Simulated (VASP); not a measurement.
Wanted: the native input for a VASP 6.6.1 run.

```
Task                   : single point
Functional             : revPBE
Dispersion             : D3(BJ)
Potentials or basis    : VASP PAW PBE potentials, release 64 (Pb_d)
Cutoff                 : 520 eV
k mesh                 : 9 × 9 × 9
Occupations            : fermi-dirac, width 0.05 eV
Spin                   : no spin polarisation
Dipole correction      : no
Further INCAR settings : ALGO = Fast; EDIFF = 1e-06; NBANDS = 13
```

The structure of Pb lies in POSCAR:

```
Pb
1.0
    0.0000000000      2.4584086270      2.4584086270
    2.4584086270      0.0000000000      2.4584086270
    2.4584086270      2.4584086270      0.0000000000
Pb
1
Direct
    0.0000000000      0.0000000000      0.0000000000
```

These files were run (other wordings do the same):

INCAR

```
SYSTEM = Pb
ALGO     = Fast           ! electronic algorithm
EDIFF    = 1E-6           ! SCF threshold, eV
ENCUT    = 520            ! plane-wave cutoff, eV
GGA      = RE             ! functional
ISIF     = 2              ! what is computed and relaxed
ISMEAR   = -1             ! smearing method
IVDW     = 12             ! dispersion correction
LASPH    = .True.         ! aspherical terms in the spheres
LCHARG   = .True.         ! write CHGCAR
LELF     = .True.         ! ELF
LREAL    = .False.        ! projectors in reciprocal space
LVHAR    = .True.       
LWAVE    = .False.        ! write WAVECAR
NBANDS   = 13             ! bands
NELM     = 80             ! most SCF steps
PREC     = Accurate       ! precision mode
SIGMA    = 0.05           ! smearing width, eV
```

KPOINTS

```
k-points
0
Gamma
  9 9 9
  0 0 0
```

Potentials or basis: VASP PAW PBE potentials, release 64 (Pb_d).

Run with:

```sh
$ cat potpaw_PBE.64/Pb_d/POTCAR > POTCAR
$ mpirun -np 1 vasp_std > vasp.out
```

It gave:

```json
{
  "Pressure": "0.4 GPa",
  "Band gap on the k mesh": "zero (band 7 reaches 15.20 eV, above the bottom of band 8 at 6.02 eV)",
  "Dispersion energy per atom": "-0.750 eV"
}
```

Caveat: the PAW data sets were made with another functional, which shifts forces and pressure a little; spin-orbit coupling is left out, which moves the levels of the heavy elements; pairwise dispersion overbinds metals, which lowers pressure and volume.

Run time: 10 s on 1 thread of Intel(R) Xeon(R) Platinum 8488C (Sapphire Rapids) (shared host), peak memory 0.16 GiB.
